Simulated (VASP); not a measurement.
Wanted: the native input for a VASP 6.6.1 run.

* Task: relaxation of cell and atoms
* Functional: PBE
* Potentials or basis: VASP PAW PBE potentials, release 64 (Rb_sv)
* Cutoff: 600 eV
* k mesh: 11 × 11 × 11
* Occupations: fermi-dirac, width 0.1 eV
* Spin: no spin polarisation
* Target pressure: 6.2 GPa
* Dipole correction: no
* Further INCAR settings: ALGO = Normal; EDIFF = 1e-06; IBRION = 2; EDIFFG = -0.005; NSW = 32; ISIF = 3

The structure of Rb lies in POSCAR:

```
Rb
1.0
    3.8553878082      0.0000000000      0.0000000000
   -1.9276939041      3.3388637833      0.0000000000
    0.0000000000      0.0000000000      3.5758051279
Rb
1
Direct
    0.0000000000      0.0000000000      0.0000000000
```

This isn't the form of Rb at room conditions, which is bcc.

One way to write it, as run:

INCAR

```
PREC = Accurate ; ENCUT = 600
EDIFF = 1E-6 ; ISMEAR = -1
SIGMA = 0.1 ; LREAL = F
LASPH = T ; NELM = 100
ALGO = Normal ; ISIF = 3
LWAVE = F ; LCHARG = F
GGA = PE ; IBRION = 2
NSW = 32 ; EDIFFG = -0.005
PSTRESS = 62.0
```

KPOINTS

```
Automatic mesh
0
Gamma
  11 11 11
```

Potentials or basis: VASP PAW PBE potentials, release 64 (Rb_sv).

The run is started by

```sh
$ cat potpaw_PBE.64/Rb_sv/POTCAR > POTCAR
$ mpirun -np 1 vasp_std > vasp.out
```

Results of the run:

```yaml
Relaxed_volume: 46.09 Å³/atom
Relaxed_cell: a = 3.857 Å, b = 3.857 Å, c = 3.577 Å, α = 90.00°, β = 90.00°, γ = 120.00°
Space_group_after_relaxing_to_0.1_Å: P6/mmm (No. 191)
Energy_change_on_relaxing_the_run_minimises_the_enthalpy: -2.5 meV/atom
Ionic_steps: 2
Pressure_after_relaxing: 6.2 GPa
Band_gap_on_the_k_mesh: zero (an odd number of electrons rules out a gap without spin polarisation)
```

Caveat: the cell is relaxed towards a set pressure, so the run minimises the enthalpy, not the energy.

It took 15 s on 1 thread of Intel(R) Xeon(R) 6975P-C (Granite Rapids) (shared host), peak memory 0.2 GiB.
